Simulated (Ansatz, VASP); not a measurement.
Given: the input of a run of Ansatz 0.2.0 on GdO.

The input input.yaml:

```yaml
crystal:
  lattice:
    - [3.11329958, 0.0, 0.0]
    - [-1.55664979, 2.69619652, 0.0]
    - [0.0, 0.0, 3.03842614]
  atoms:
    - { symbol: Gd, position: [0.0, 0.0, 0.0], spin: -5.69 }
    - { symbol: O, position: [0.6666666667, 0.3333333333, 0.5] }
hamiltonian:
  xc: pbe
  pseudopotentials: { kind: paw }
magnetization:
  spin_polarized: true
kpoints:
  mp_grid: { grid: [10, 10, 9] }
scf:
  occupations: { method: fermi_dirac, width: 0.05 }
output:
  forces: true
  stress: true
  eigenvalues: true
```

Potentials or basis: Ansatz PAW.

Launch:

```sh
$ ansatz run input.yaml --threads 2 --pin off --max-ram 5632MiB --backend cpu --events-out ev --progress --plain --runs-dir out
```

Q: Translate it to VASP 6.6.1. Potentials there: VASP PAW PBE potentials, release 64 (Gd, O).

A: As run (the cutoff follows the program's own potentials):

The input INCAR:

```
ALGO = Normal
EDIFF = 1E-6
ENCUT = 520
GGA = PE
ISIF = 2
ISMEAR = -1
ISPIN = 2
LASPH = T
LCHARG = T
LELF = T
LMAXMIX = 6
LORBIT = 11
LREAL = F
LVHAR = T
LWAVE = F
MAGMOM = -5.69 0
NBANDS = 23
NELM = 150
PREC = Accurate
SIGMA = 0.05
```

Contents of KPOINTS:

```
k-points
0
Gamma
  10 10 9
```

Contents of POSCAR:

```
GdO
1.0
    3.1132995800      0.0000000000      0.0000000000
   -1.5566497900      2.6961965200      0.0000000000
    0.0000000000      0.0000000000      3.0384261400
Gd O
1 1
Direct
    0.0000000000      0.0000000000      0.0000000000
    0.6666666667      0.3333333333      0.5000000000
```

Potentials or basis: VASP PAW PBE potentials, release 64 (Gd, O).

The run is started by

```sh
$ cat potpaw_PBE.64/Gd/POTCAR potpaw_PBE.64/O/POTCAR > POTCAR
$ mpirun -np 1 vasp_std > vasp.out
```

Both were run:

|  | VASP | Ansatz | Ansatz less VASP |
| --- | --- | --- | --- |
| gap on the k mesh at the Fermi level (eV) | none | none | - |
| net moment per atom (μB) | 3.59 | 3.56 | -0.027 |
| size of the moment on the site where the two differ most (μB) | 6.82 | 6.78 | -0.045 |

Site moments also hang on the region over which each program counts them. A gap of «none» marks a metal or a gap that the smearing closes. With one functional, cell and mesh, what is left measures potentials, basis and numerics.

Neither program's run includes spin-orbit coupling.
